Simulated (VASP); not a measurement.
Wanted: the native input for a VASP 6.6.1 run.

```yaml
Task: single point
Functional: PBEsol
Potentials_or_basis: VASP PAW PBE potentials, release 64 (Ge_d)
Cutoff: 520 eV
k_mesh: 24 × 24 × 24
Occupations: gaussian, width 0.1 eV
Spin: no spin polarisation
Dipole_correction: no
Further_INCAR_settings: ALGO = Normal; EDIFF = 1e-06; NBANDS = 13
```

The structure of Ge lies in POSCAR:

```
Ge
1.0
   -1.6599362223      1.6599362223      1.6599362223
    1.6599362223     -1.6599362223      1.6599362223
    1.6599362223      1.6599362223     -1.6599362223
Ge
1
Direct
    0.0000000000      0.0000000000      0.0000000000
```

The input as run:

INCAR

```
SYSTEM = Ge
ALGO     = Normal         ! electronic algorithm
EDIFF    = 1E-6           ! SCF threshold, eV
ENCUT    = 520            ! plane-wave cutoff, eV
GGA      = PS             ! functional
ISIF     = 2              ! what is computed and relaxed
ISMEAR   = 0              ! smearing method
LASPH    = .TRUE.         ! aspherical terms in the spheres
LCHARG   = .FALSE.        ! write CHGCAR
LREAL    = .FALSE.        ! projectors in reciprocal space
LWAVE    = .FALSE.        ! write WAVECAR
NBANDS   = 13             ! bands
NELM     = 80             ! most SCF steps
PREC     = Accurate       ! precision mode
SIGMA    = 0.1            ! smearing width, eV
```

KPOINTS

```
k-points
0
G
  24 24 24
  0 0 0
```

Potentials or basis: VASP PAW PBE potentials, release 64 (Ge_d).

The run is started by

```bash
$ cat potpaw_PBE.64/Ge_d/POTCAR > POTCAR
$ mpirun -np 1 vasp_std > vasp.out
```

Results of the run:

The pressure is -0.1 GPa. The band gap on the k mesh is zero (band 7 reaches 16.45 eV, above the bottom of band 8 at 3.83 eV).

Caveat: the PAW data sets were made with another functional, which shifts forces and pressure a little.

It took 25 s on 1 thread of Intel(R) Xeon(R) 6975P-C (Granite Rapids) (shared host), peak memory 0.21 GiB.
